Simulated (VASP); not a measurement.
A run of VASP 6.6.1:

The input INCAR:

```
SYSTEM = GaSb
PREC     = Accurate       ! precision mode
ENCUT    = 520            ! plane-wave cutoff, eV
EDIFF    = 1E-6           ! SCF threshold, eV
ISMEAR   = -1             ! smearing method
SIGMA    = 0.05           ! smearing width, eV
LREAL    = .FALSE.        ! projectors in reciprocal space
LASPH    = .TRUE.         ! aspherical terms in the spheres
NELM     = 80             ! most SCF steps
ALGO     = Normal         ! electronic algorithm
ISIF     = 2              ! what is computed and relaxed
LWAVE    = .FALSE.        ! write WAVECAR
LCHARG   = .FALSE.        ! write CHGCAR
GGA      = B5             ! functional
ALDAX    = 1.0          
AGGAX    = 1.0          
AGGAC    = 1.0          
ALDAC    = 0.0          
IVDW     = 13             ! dispersion correction
VDW_S6   = 1.0          
VDW_S8   = 2.34076671   
VDW_A1   = 0.44488865   
VDW_A2   = 4.0933009    
NBANDS   = 16             ! bands
```

KPOINTS

```
Automatic mesh
0
G
  8 8 8
  0 0 0
```

Contents of POSCAR:

```
GaSb
1.0
    0.0000000000      3.0176570942      3.0176570942
    3.0176570942      0.0000000000      3.0176570942
    3.0176570942      3.0176570942      0.0000000000
Sb Ga
1 1
Direct
    0.7500000000      0.7500000000      0.7500000000
    0.0000000000      0.0000000000      0.0000000000
```

Potentials or basis: VASP PAW PBE potentials, release 64 (Sb, Ga_d).

Command:

```console
$ cat potpaw_PBE.64/Sb/POTCAR potpaw_PBE.64/Ga_d/POTCAR > POTCAR
$ mpirun -np 1 vasp_std > vasp.out
```

Hardware: 1 thread of Intel(R) Xeon(R) Platinum 8559C (Emerald Rapids) (shared host).

Problem. How long does it take, and how much memory?

Solution. Run time: 18 s on 1 thread of Intel(R) Xeon(R) Platinum 8559C (Emerald Rapids), on a shared host, peak memory 0.18 GiB. Counts: scf iterations 12, k points 29.
